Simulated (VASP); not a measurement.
Write the native input for VASP 6.6.1 that does the following.

```
Task                   : single point
Functional             : PBE
Potentials or basis    : VASP PAW PBE potentials, release 64 (N_h)
Cutoff                 : 1000 eV
k mesh                 : 1 × 1 × 1
Occupations            : fermi-dirac, width 0.05 eV
Spin                   : no spin polarisation
Dipole correction      : no
Further INCAR settings : ALGO = Normal; EDIFF = 1e-06; NBANDS = 42
```

The structure of N lies in POSCAR:

```
N
1.0
    7.0338500000      0.0000000000      0.0000000000
    0.0000000000      7.0338500000      0.0000000000
    0.0000000000      0.0000000000      7.0338500000
N
12
Direct
    0.7916006170      1.1050846976      0.1115463082
    0.9233918835      1.0738358083      0.0319597376
    0.5812464013      0.3960988648      0.5534238006
    0.7285199428      0.3978902024      0.4965701572
   -0.0225196727      0.6163338712      0.7574088159
   -0.0514796306      0.7143740626      0.6354130384
    0.3928005289      0.9479019314      0.3938810182
    0.3101715277      0.8197928588      0.4070032770
    0.4926178409      0.9288369812      0.8638512337
    0.3392452213      0.9349644931      0.8562451573
    0.1882610519      0.3862607249      0.2492944831
    0.2657150778      0.4845141708      0.1524627338
```

One way to write it, as run:

INCAR

```
PREC = Accurate
ENCUT = 1000
EDIFF = 1E-6
ISMEAR = -1
SIGMA = 0.05
LREAL = F
LASPH = T
NELM = 120
ALGO = Normal
ISIF = 2
LWAVE = F
LCHARG = T
GGA = PE
LELF = T
LVHAR = T
NBANDS = 42
GGA_COMPAT = F
```

KPOINTS

```
regular mesh
0
Gamma
  1 1 1
```

Potentials or basis: VASP PAW PBE potentials, release 64 (N_h).

Launch:

```console
$ cat potpaw_PBE.64/N_h/POTCAR > POTCAR
$ mpirun -np 1 vasp_gam > vasp.out
```

It gave:

```
Pressure      : 0.8 GPa
Largest force : 4.112 eV/Å
```

Caveat: the k points lie up to 0.89 Å⁻¹ apart, too coarse for converged energies, forces and pressures.

Run time: 47 s on 1 thread of Intel(R) Xeon(R) 6975P-C (Granite Rapids), with other jobs on the host, peak memory 0.87 GiB.
